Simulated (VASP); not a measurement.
Write the native input for VASP 6.6.1 that does the following.

```yaml
Task: single point
Functional: PBE
Potentials_or_basis: VASP PAW PBE potentials, release 64 (Al, B, N)
Cutoff: 520 eV
k_mesh: 4 × 4 × 6
Occupations: gaussian, width 0.1 eV
Spin: no spin polarisation
Dipole_correction: no
Further_INCAR_settings: ALGO = Normal; EDIFF = 1e-07; NBANDS = 31
```

The structure of Al2B3N5 lies in POSCAR:

```
Al2B3N5
1.0
    6.6425264912     -2.2815011843      0.0000000000
    6.6425264912      2.2815011843      0.0000000000
   -0.7422422817      0.0000000000      3.2031885414
Al B N
2 3 5
Direct
    0.2034675294      0.3509323789      0.7742140613
    0.6490676211      0.7965324706      0.2257859387
    0.9909974434      0.1974179774      0.1005075027
    0.4095785005      0.5904214995      0.0000000000
    0.8025820226      0.0090025566      0.8994924973
    0.4882875963      0.3252630421      0.8967434729
    0.8145093732      0.7781343883      0.7923295829
    0.2218656117      0.1854906268      0.2076704171
    0.6747369579      0.5117124037      0.1032565271
    0.0781179664      0.9218820336      0.0000000000
```

These files were run (other wordings do the same):

INCAR

```
PREC = Accurate ; ENCUT = 520
EDIFF = 1E-7 ; ISMEAR = 0
SIGMA = 0.1 ; LREAL = F
LASPH = T ; NELM = 80
ALGO = Normal ; ISIF = 2
LWAVE = F ; LCHARG = F
GGA = PE ; NBANDS = 31
```

KPOINTS

```
regular mesh
0
Gamma
  4 4 6
```

Potentials or basis: VASP PAW PBE potentials, release 64 (Al, B, N).

Command:

```console
$ cat potpaw_PBE.64/Al/POTCAR potpaw_PBE.64/B/POTCAR potpaw_PBE.64/N/POTCAR > POTCAR
$ mpirun -np 1 vasp_std > vasp.out
```

It gave:

The pressure is -0.1 GPa. The largest force is 0.022 eV/Å. The band gap on the k mesh is 2.56 eV (least direct gap 3.83 eV).

It took 79 s on 1 thread of Intel(R) Xeon(R) 6975P-C (Granite Rapids), with other jobs on the host, peak memory 0.29 GiB.
